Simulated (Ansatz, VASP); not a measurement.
# Two plane-wave programs on Al3H8

```
Al H
1.0
     4.48733    0.00000    0.00000
    -2.24367    3.88614    0.00000
     0.00000    0.00000    6.84105
Al H
3 8
Direct
  0.00000 0.00000 0.00000
  0.33333 0.66667 0.84106
  0.66667 0.33333 0.15894
  0.95246 0.48870 0.71090
  0.51130 0.46376 0.71090
  0.53624 0.04754 0.71090
  0.04754 0.51130 0.28910
  0.48870 0.53624 0.28910
  0.46376 0.95246 0.28910
  0.33333 0.66667 0.30802
  0.66667 0.33333 0.69198
```

Alike in both runs: functional PBE; k mesh 6 × 6 × 4; occupations gaussian, width 0.1 eV; no spin polarisation.

Ansatz relaxed the structure, and its values are those at the end. VASP's run is a single point on that final structure, the one shown.

```csv
,VASP,Ansatz
version,VASP 6.6.1,Ansatz 0.2.0
potentials or method,"VASP PAW PBE potentials, release 64 (Al, H), cutoff 520 eV","scalar-relativistic, plane waves, PAW"
valence electrons in the cell,17,17
```

```tsv
	VASP	Ansatz	Ansatz less VASP
gap on the k mesh at the Fermi level (eV)	none	none	-
pressure (GPa)	0.2	0.3	+0.14
rms of the force components (eV/Å)	0.004	0.005	+0.0008
```

A gap of «none» marks a metal or a gap that the smearing closes. The functional is the same, so the differences come from potentials, cutoffs and numerics.
